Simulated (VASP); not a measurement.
**Ti6H: single point with PBE**

The system is Ti6H, a slab with vacuum.

```xyz
7
Lattice="2.8322 0.0000 0.0000 0.0000 4.5795 0.0000 0.0000 0.0000 23.5511" Properties=species:S:1:pos:R:3 pbc="T T T"
Ti    1.4161    0.0000    4.0000
Ti    0.0000    2.2898    5.3220
Ti    1.4161    0.0000    6.6440
Ti    1.4161    2.2898    7.9954
Ti    0.0000    0.0000    9.2796
Ti    1.4161    2.2898   10.5511
H     1.7701    2.8622   13.0211
```

```json
{
  "Program": "VASP 6.6.1",
  "Task": "single point",
  "Functional": "PBE",
  "Potentials or basis": "VASP PAW PBE potentials, release 64 (Ti_sv, H)",
  "Cutoff": "520 eV",
  "k mesh": "9 × 6 × 1",
  "Occupations": "gaussian, width 0.1 eV",
  "Spin": "no spin polarisation"
}
```

The largest force is 1.732 eV/Å. The band gap on the k mesh is zero (an odd number of electrons rules out a gap without spin polarisation).

Forces on the atoms (eV/Å):
```
Ti   0.005  0.007  0.408
Ti   0.003  0.021 -0.016
Ti   0.001 -0.033 -0.366
Ti  -0.044 -0.002 -0.045
Ti  -0.030 -0.071 -0.209
Ti   0.041  0.410  1.682
H    0.024 -0.331 -1.454
```

Levels at points of the mesh, in eV from the Fermi level:
```
           k point  band 32  band 33  band 34  band 35  band 36  band 37  band 38  band 39  band 40  band 41
(0.00, 0.00, 0.00)    -0.79    -0.67    -0.63    -0.56    -0.14     0.03     0.10     0.23     0.36     0.66
(0.00, 0.50, 0.00)    -0.59    -0.49    -0.38    -0.29    -0.21    -0.11     0.25     0.33     0.43     0.53
```

Run time: 15 min on 1 thread of Intel(R) Xeon(R) Platinum 8375C CPU @ 2.90GHz (Ice Lake) (shared host), peak memory 0.56 GiB.
